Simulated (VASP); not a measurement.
A run of VASP 6.6.1:

The input INCAR:

```
SYSTEM = GaN
  PREC = Accurate
  ENCUT = 600
  EDIFF = 1E-6
  ISMEAR = 0
  SIGMA = 0.001
  LREAL = .FALSE.
  LASPH = .TRUE.
  NELM = 120
  ALGO = Normal
  ISIF = 2
  LWAVE = .FALSE.
  LCHARG = .FALSE.
  GGA = PS
  NBANDS = 16
  GGA_COMPAT = .FALSE.
```

File KPOINTS:

```
regular mesh
0
G
  6 6 6
  0 0 0
```

File POSCAR:

```
GaN
1.0
    0.0000000000      2.2489525415      2.2489525415
    2.2489525415      0.0000000000      2.2489525415
    2.2489525415      2.2489525415      0.0000000000
Ga N
1 1
Direct
    0.0000000000      0.0000000000      0.0000000000
    0.2500000000      0.2500000000      0.2500000000
```

Potentials or basis: VASP PAW PBE potentials, release 64 (Ga_d, N).

Run with:

```bash
$ cat potpaw_PBE.64/Ga_d/POTCAR potpaw_PBE.64/N/POTCAR > POTCAR
$ mpirun -np 1 vasp_std > vasp.out
```

Hardware: 1 thread of AMD EPYC 7R13 (shared host).

Question: Estimate the wall time of this run.

Answer: Wall time 20 s on 1 thread of AMD EPYC 7R13, with other jobs on the host, peak memory 0.13 GiB. Counts: scf iterations 13, k points 16.
